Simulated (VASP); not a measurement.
# Tl2Cl (Fd-3m) in VASP: notebook, part 2 of 2

VASP 6.6.1.

## Step 4: Relaxation of cell and atoms, PBE

This run uses another cell than the first one, of 28.27 Å³/atom.

File INCAR:

```
  PREC = Accurate
  ENCUT = 600
  EDIFF = 1E-6
  ISMEAR = 0
  SIGMA = 0.1
  LREAL = False
  LASPH = True
  NELM = 60
  ALGO = Normal
  ISIF = 3
  LWAVE = False
  LCHARG = False
  GGA = PE
  IBRION = 2
  NSW = 90
  EDIFFG = -0.04
```

File KPOINTS:

```
regular mesh
0
Gamma
  4 4 4
```

File POSCAR:

```
Tl2Cl
1.0
    0.0000000000      4.3935486418      4.3935486418
    4.3935486418      0.0000000000      4.3935486418
    4.3935486418      4.3935486418      0.0000000000
Tl Cl
4 2
Direct
    0.6250000000      0.6250000000      0.6250000000
    0.1250000000      0.6250000000      0.6250000000
    0.6250000000      0.6250000000      0.1250000000
    0.6250000000      0.1250000000      0.6250000000
    0.0000000000      0.0000000000      0.0000000000
    0.2500000000      0.2500000000      0.2500000000
```

Potentials or basis: VASP PAW PBE potentials, release 64 (Tl_d, Cl).

Launch:

```console
$ cat potpaw_PBE.64/Tl_d/POTCAR potpaw_PBE.64/Cl/POTCAR > POTCAR
$ mpirun -np 1 vasp_std > vasp.out
```

OUTCAR:

```text
PREC = Accurate
   ENCUT = 600
   EDIFF = 1E-6
   ISMEAR = 0
   LREAL = False
   LASPH = True
   NELM = 60
   ISIF = 3
   GGA = PE
   IBRION = 2
   NSW = 90
   EDIFFG = -0.04

 ion  position               nearest neighbor table
   1  0.625  0.625  0.625-   2 3.11   3 3.11   4 3.11   3 3.11   4 3.11   2 3.11
   2  0.125  0.625  0.625-   1 3.11   3 3.11   4 3.11   1 3.11   3 3.11   4 3.11
   3  0.625  0.625  0.125-   1 3.11   1 3.11   2 3.11   4 3.11   4 3.11   2 3.11
   4  0.625  0.125  0.625-   1 3.11   3 3.11   1 3.11   2 3.11   3 3.11   2 3.11
   5  0.000  0.000  0.000-
   6  0.250  0.250  0.250-

  LATTYP: Found a face centered cubic cell.
 ALAT       =     8.7870972836

  Lattice vectors:

 A1 = (   0.0000000000,   4.3935486418,   4.3935486418)
 A2 = (   4.3935486418,   0.0000000000,   4.3935486418)
 A3 = (   4.3935486418,   4.3935486418,   0.0000000000)

Analysis of symmetry for initial positions (statically):
=====================================================================
 Subroutine PRICEL returns:
 Original cell was already a primitive cell.

 Routine SETGRP: Setting up the symmetry group for a
 face centered cubic supercell.

 Subroutine GETGRP returns: Found 48 space group operations
 (whereof 24 operations were pure point group operations)
 out of a pool of 48 trial point group operations.

The static configuration has the point symmetry T_d .
 The point group associated with its full space group is O_h .

Analysis of symmetry for dynamics (positions and initial velocities):
=====================================================================
 Subroutine PRICEL returns:
 Original cell was already a primitive cell.

 Routine SETGRP: Setting up the symmetry group for a
 face centered cubic supercell.

 Subroutine GETGRP returns: Found 48 space group operations
 (whereof 24 operations were pure point group operations)
 out of a pool of 48 trial point group operations.

The dynamic configuration has the point symmetry T_d .
 The point group associated with its full space group is O_h .

 Subroutine INISYM returns: Found 48 space group operations
 (whereof 24 operations are pure point group operations),
 and found     1 'primitive' translations

----------------------------------------------------------------------------------------
[... 92 lines left out ...]
   POTIM  = 0.5000    time-step for ionic-motion
   TEBEG  =    0.0;   TEEND  =   0.0 temperature during run
   PSTRESS=    0.0 pullay stress
   NELECT =      66.0000    total number of electrons
   NUPDOWN=      -1.0000    fix difference up-down
   EMIN   =  10.00;   EMAX   =-10.00  energy-range for DOS
   EFERMI =   0.00;   METHOD = LEGACY
   ISMEAR =     0;   SIGMA  =   0.10  broadening in eV -4-tet -1-fermi 0-gaus
   EFERMI_NEDOS =   21; number of points for ismear=-14 and -15
   IALGO  =     38    algorithm
   IMIX   =      4    mixing-type and parameters
     AMIX     =   0.40;   BMIX     =  1.00
     AMIX_MAG =   1.60;   BMIX_MAG =  1.00
  volume/ion in A,a.u.               =      28.27       190.78
  Fermi-wavevector in a.u.,A,eV,Ry     =   1.195173  2.258549 19.435080  1.428438
  Thomas-Fermi vector in A             =   2.331145
   LORBIT       =      0    0 simple, 1 ext, 2 COOP (PROOUT), +10 PAW based schemes
   GGA     = PE    functional components
   LHFCALC =     F    Hartree Fock is set to
   AEXX    =    0.0000 exact exchange contribution
   IVDW    =     0    specifies the selected vdW correction
   LEPSILON=     F    determine dielectric tensor
   LRPA    =     F    only Hartree local field effects (RPA)
 conjugate gradient relaxation of ions
 non-spin polarized calculation
 Gauss-broadening in eV      SIGMA  =   0.10
  energy-cutoff  :      600.00
  volume of cell :      169.62
 maximum number of plane-waves:      5769
 NGX is ok and might be reduce to    50
   NGX = 25   NGY = 25   NGZ = 25

--------------------------------------- Ionic step        1  -------------------------------------------

 number of electron      66.0000012 magnetization

 Free energy of the ion-electron system (eV)
  ---------------------------------------------------
  ext. energy  EPLUGINS =         0.00000000
  ---------------------------------------------------
  free energy    TOTEN  =       -14.33720265 eV

  energy without entropy =      -14.32677895  energy(sigma->0) =      -14.33199080

 E-fermi :   4.8184     XC(G=0):  -9.4429

 val. band max:        4.7832506074   @ k =   0.5000   0.5000   0.0000
 cond. band min:       5.4654486222   @ k =   0.0000   0.0000   0.0000
 fundamental gap:      0.6821980148
 Fermi energy:         4.8184379137

 k-point     1 :       0.0000    0.0000    0.0000
  band No.  band energies     occupation
      1      -9.7396      2.00000
      2      -9.3759      2.00000
      3      -7.9439      2.00000
      4      -7.4795      2.00000
      5      -7.4795      2.00000
      6      -7.4795      2.00000
[... 404 lines left out ...]
--------------------------------------- Ionic step        3  -------------------------------------------

 number of electron      65.9999991 magnetization

 Free energy of the ion-electron system (eV)
  ---------------------------------------------------
  ext. energy  EPLUGINS =         0.00000000
  ---------------------------------------------------
  free energy    TOTEN  =       -14.66435507 eV

  energy without entropy =      -14.65614459  energy(sigma->0) =      -14.66024983

 E-fermi :   3.4251     XC(G=0):  -8.6622

 val. band max:        3.3999917528   @ k =   0.5000   0.5000   0.0000
 cond. band min:       3.9869122184   @ k =   0.0000   0.0000   0.0000
 fundamental gap:      0.5869204656
 Fermi energy:         3.4251308722

 k-point     1 :       0.0000    0.0000    0.0000
  band No.  band energies     occupation
      1     -10.6606      2.00000
      2     -10.4490      2.00000
      3      -8.8867      2.00000
      4      -8.6265      2.00000
      5      -8.6265      2.00000
      6      -8.6265      2.00000
[... 358 lines left out ...]
  FREE ENERGIE OF THE ION-ELECTRON SYSTEM (eV)
  ---------------------------------------------------
  free  energy   TOTEN  =       -14.6643550735 eV

  energy  without entropy=      -14.6561445913  energy(sigma->0) =      -14.66024983

 reached required accuracy - stopping structural energy minimisation
```

OSZICAR:

```text
N       E                     dE             d eps       ncg     rms          rms(c)
DAV:   1     0.426397527630E+03    0.42640E+03   -0.37081E+04   624   0.174E+03
DAV:   2     0.612818847522E+01   -0.42027E+03   -0.40656E+03   717   0.359E+02
DAV:   3    -0.151714185233E+02   -0.21300E+02   -0.21027E+02   681   0.630E+01
[... 29 lines left out ...]
DAV:   5    -0.146645183129E+02    0.14696E-02   -0.11469E-02   708   0.524E-01    0.950E-02
DAV:   6    -0.146643506864E+02    0.16763E-03   -0.88686E-04   631   0.157E-01    0.422E-02
DAV:   7    -0.146643529724E+02   -0.22860E-05   -0.69272E-05   674   0.457E-02    0.109E-02
DAV:   8    -0.146643550091E+02   -0.20366E-05   -0.34760E-06   504   0.810E-03    0.305E-03
DAV:   9    -0.146643550735E+02   -0.64453E-07   -0.78004E-07   361   0.439E-03
   3 F= -.14664355E+02 E0= -.14660250E+02  d E =-.327152E+00
```

Run time: 99 s. Hardware: 1 thread of Intel Xeon 6975P-C (Granite Rapids), shared host; peak memory 0.38 GiB.

Results:

```
Free energy                           : -14.6644 eV
Relaxed volume                        : 33.26 Å³/atom
Relaxed cell                          : a = 6.559 Å, b = 6.559 Å, c = 6.559 Å, α = 60.00°, β = 60.00°, γ = 60.00°
Space group after relaxing (to 0.1 Å) : Fd-3m (No. 227)
Energy gained by relaxing             : 54.5 meV/atom
Ionic steps                           : 3
Pressure after relaxing               : -0.2 GPa
Band gap on the k mesh                : zero (bands 33 and 34 overlap by 0.93 eV)
```

Step by step:
```csv
step,energy change (eV),largest force (eV/Å),pressure (GPa),volume (Å³)
1,0.0000,0.0000,4.42,169.62
2,-0.3063,0.0000,0.90,189.48
3,-0.3272,0.0000,-0.19,199.56
```

Final structure:
```cif
data_structure
_symmetry_space_group_name_H-M 'P 1'
_symmetry_Int_Tables_number 1
_cell_length_a 6.5594
_cell_length_b 6.5594
_cell_length_c 6.5594
_cell_angle_alpha 60.000
_cell_angle_beta 60.000
_cell_angle_gamma 60.000
_cell_volume 199.56
loop_
_atom_site_label
_atom_site_type_symbol
_atom_site_fract_x
_atom_site_fract_y
_atom_site_fract_z
_atom_site_occupancy
Tl1 Tl 0.62500 0.62500 0.62500 1
Tl2 Tl 0.12500 0.62500 0.62500 1
Tl3 Tl 0.62500 0.62500 0.12500 1
Tl4 Tl 0.62500 0.12500 0.62500 1
Cl1 Cl 0.00000 0.00000 0.00000 1
Cl2 Cl 0.25000 0.25000 0.25000 1
```

Levels at points of the mesh, in eV from the Fermi level:
| k point | band 30 | band 31 | band 32 | band 33 | band 34 | band 35 | band 36 | band 37 |
| --- | --- | --- | --- | --- | --- | --- | --- | --- |
| (0.00, 0.00, 0.00) | -2.58 | -2.47 | -2.47 | -2.47 | 0.56 | 0.56 | 0.56 | 1.05 |
| (0.50, 0.00, 0.00) | -2.22 | -2.03 | -2.03 | -0.87 | 1.01 | 1.01 | 2.95 | 3.33 |
| (0.50, 0.50, 0.00) | -2.23 | -1.94 | -1.94 | -0.03 | -0.03 | 3.23 | 3.23 | 3.26 |

Caveat: the volume moved by over 15 % at a fixed basis, so the end points are rough; spin-orbit coupling is left out, which moves the levels of the heavy elements.

## Step 5: Relaxation of cell and atoms, PBE

File INCAR:

```
SYSTEM = Tl2Cl
  PREC = Accurate
  ENCUT = 600
  EDIFF = 1E-6
  ISMEAR = 0
  SIGMA = 0.1
  LREAL = .False.
  LASPH = .True.
  NELM = 100
  ALGO = Normal
  ISIF = 3
  LWAVE = .False.
  LCHARG = .False.
  GGA = PE
  IBRION = 2
  NSW = 100
  EDIFFG = -0.01
```

File KPOINTS:

```
Automatic mesh
0
Gamma
  8 8 8
  0 0 0
```

File POSCAR:

```
Tl2Cl
1.0
    0.0000000000      4.6083921061      4.6083921061
    4.6083921061      0.0000000000      4.6083921061
    4.6083921061      4.6083921061      0.0000000000
Tl Cl
4 2
Direct
    0.1250000000      0.1250000000      0.1250000000
    0.6250000000      0.1250000000      0.1250000000
    0.1250000000      0.1250000000      0.6250000000
    0.1250000000      0.6250000000      0.1250000000
    0.5000000000      0.5000000000      0.5000000000
    0.7500000000      0.7500000000      0.7500000000
```

Launch:

```console
$ cat potpaw_PBE.64/Tl_d/POTCAR potpaw_PBE.64/Cl/POTCAR > POTCAR
$ mpirun -np 1 vasp_std > vasp.out
```

It took 6.8 min on 1 thread of Intel Xeon 6975P-C (Granite Rapids), shared host; peak memory 0.55 GiB.

The run converged. Its results:

```yaml
Free_energy: -14.6145 eV
Relaxed_volume: 33.08 Å³/atom
Relaxed_cell: a = 6.548 Å, b = 6.548 Å, c = 6.548 Å, α = 60.00°, β = 60.00°, γ = 60.00°
Space_group_after_relaxing_to_0.1_Å: Fd-3m (No. 227)
Energy_gained_by_relaxing: 0.4 meV/atom
Ionic_steps: 4
Pressure_after_relaxing: 0.0 GPa
Band_gap_on_the_k_mesh: zero (bands 33 and 34 overlap by 1.00 eV)
```

Step by step:
```csv
step,energy change (eV),largest force (eV/Å),pressure (GPa),volume (Å³)
1,0.0000,0.0000,0.27,195.74
2,-0.0018,0.0000,0.14,197.27
3,-0.0021,0.0000,-0.05,198.96
4,-0.0022,0.0000,-0.01,198.48
```

Final structure:
```cif
data_structure
_symmetry_space_group_name_H-M 'P 1'
_symmetry_Int_Tables_number 1
_cell_length_a 6.5475
_cell_length_b 6.5475
_cell_length_c 6.5475
_cell_angle_alpha 60.000
_cell_angle_beta 60.000
_cell_angle_gamma 60.000
_cell_volume 198.48
loop_
_atom_site_label
_atom_site_type_symbol
_atom_site_fract_x
_atom_site_fract_y
_atom_site_fract_z
_atom_site_occupancy
Tl1 Tl 0.12500 0.12500 0.12500 1
Tl2 Tl 0.62500 0.12500 0.12500 1
Tl3 Tl 0.12500 0.12500 0.62500 1
Tl4 Tl 0.12500 0.62500 0.12500 1
Cl1 Cl 0.50000 0.50000 0.50000 1
Cl2 Cl 0.75000 0.75000 0.75000 1
```

Levels at points of the mesh, in eV from the Fermi level:
| k point | band 31 | band 32 | band 33 | band 34 | band 35 | band 36 |
| --- | --- | --- | --- | --- | --- | --- |
| (0.00, 0.00, 0.00) | -2.67 | -2.67 | -2.67 | 0.38 | 0.38 | 0.38 |
| (0.50, 0.00, 0.00) | -2.22 | -2.22 | -1.06 | 0.84 | 0.84 | 2.80 |
| (0.50, 0.50, 0.00) | -2.14 | -2.14 | -0.21 | -0.21 | 3.06 | 3.06 |

Caveat: spin-orbit coupling is left out, which moves the levels of the heavy elements.

## Step 6: Overview

```csv
task,cell,k mesh,cutoff (eV),gap on the mesh (eV),pressure (GPa),relaxed volume (Å³/atom)
single point,"a = 6.517 Å, angles 60.0°, 6 atoms",4 × 4 × 4,520,none,0.2,-
single point,"a = 6.548 Å, angles 60.0°, 6 atoms",8 × 8 × 8,520,none,-0.1,-
relaxation of cell and atoms,"relaxed from a = 6.213 Å, angles 60.0°, 6 atoms",4 × 4 × 4,600,none,-0.2,33.26
relaxation of cell and atoms,"relaxed from a = 6.517 Å, angles 60.0°, 6 atoms",8 × 8 × 8,600,none,0.0,33.08
```

Alike in all rows: level PBE; potentials or basis VASP PAW PBE potentials, release 64 (Tl_d, Cl); no spin polarisation; smearing gaussian 0.1 eV.

Caveats: spin-orbit coupling is left out, which moves the levels of the heavy elements; the volume moved by over 15 % at a fixed basis, so the end points are rough (at least some runs).

Total energies depend on the potentials used, so only differences within one code and one set of settings carry meaning.

The gap in the log of VASP goes by the Fermi energy; the results here count the filled bands.